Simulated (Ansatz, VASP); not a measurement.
## WS2 in VASP and in Ansatz

```
S W
1.0
     3.15955    0.00000    0.00000
    -1.57977    2.73625    0.00000
     0.00000    0.00000   18.65213
S W
2 1
Direct
  0.33333 0.66667 0.21445
  0.33333 0.66667 0.38345
  0.66667 0.33333 0.29895
```

Alike in both runs: task single point; functional PBE; dispersion D3(BJ); k mesh 9 × 9 × 1; occupations gaussian, width 0.05 eV; no spin polarisation.

|  | VASP | Ansatz |
| --- | --- | --- |
| version | VASP 6.6.1 | Ansatz 0.2.0 |
| potentials or method | VASP PAW PBE potentials, release 64 (S, W_sv), cutoff 400 eV | scalar-relativistic, plane waves, PAW |
| valence electrons in the cell | 26 | 26 |

```csv
,VASP,Ansatz,Ansatz less VASP
gap on the k mesh at the Fermi level (eV),1.92,1.92,-0.003
least direct gap on the mesh (eV),1.92,1.92,-0.003
```

Spin-orbit coupling is off throughout.
